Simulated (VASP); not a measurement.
# Re: relaxation of cell and atoms with LDA

Re:

```
Re
1.0
     2.73542    0.00000    0.00000
    -1.36771    2.36894    0.00000
     0.00000    0.00000    4.41229
Re
2
Direct
  0.33333 0.66667 0.25000
  0.66667 0.33333 0.75000
```

```json
{
  "Program": "VASP 6.6.1",
  "Task": "relaxation of cell and atoms",
  "Functional": "LDA",
  "Potentials or basis": "VASP PAW LDA potentials, release 64 (Re)",
  "Cutoff": "600 eV",
  "k mesh": "11 × 11 × 6",
  "Occupations": "methfessel-paxton, width 0.1 eV",
  "Spin": "no spin polarisation",
  "Dipole correction": "no",
  "Further INCAR settings": "ALGO = Normal; EDIFF = 1e-06; IBRION = 2; EDIFFG = -0.02; NSW = 80; ISIF = 3"
}
```

```json
{
 "Relaxed volume": "14.38 Å³/atom",
 "Relaxed cell": "a = 2.741 Å, b = 2.741 Å, c = 4.422 Å, α = 90.00°, β = 90.00°, γ = 120.00°",
 "Space group after relaxing (to 0.05 Å)": "P6_3/mmc (No. 194)",
 "Energy gained by relaxing": "0.7 meV/atom",
 "Ionic steps": "3",
 "Pressure after relaxing": "0.0 GPa",
 "Band gap on the k mesh": "zero (band 7 reaches 9.66 eV, above the bottom of band 8 at 6.33 eV)"
}
```

Step by step:
```csv
step,energy change (eV),largest force (eV/Å),pressure (GPa),volume (Å³)
1,0.0000,0.0000,2.54,28.59
2,0.0241,0.0000,-10.30,29.54
3,-0.0014,0.0000,-0.04,28.77
```

Final structure:
```xyz
2
Lattice="2.7410 0.0000 0.0000 -1.3705 2.3737 0.0000 0.0000 0.0000 4.4215" Properties=species:S:1:pos:R:3 pbc="T T T"
Re    0.0000    1.5825    1.1054
Re    1.3705    0.7912    3.3161
```

Levels at points of the mesh, in eV from the Fermi level:
```csv
k point,band 3,band 4,band 5,band 6,band 7,band 8,band 9,band 10,band 11
"(0.00, 0.00, 0.00)",-1.70,-1.70,-1.68,-0.82,-0.82,0.12,0.12,0.78,3.42
"(0.00, 0.00, 0.50)",-2.46,-2.46,-1.83,-1.83,-1.83,-1.83,2.58,2.58,2.58
```

It took 37 s on 1 thread of Intel(R) Xeon(R) Platinum 8259CL CPU @ 2.50GHz (Skylake/Cascade Lake), on a shared host, peak memory 0.16 GiB.

Caveat: spin-orbit coupling is left out, which moves the levels of the heavy elements.
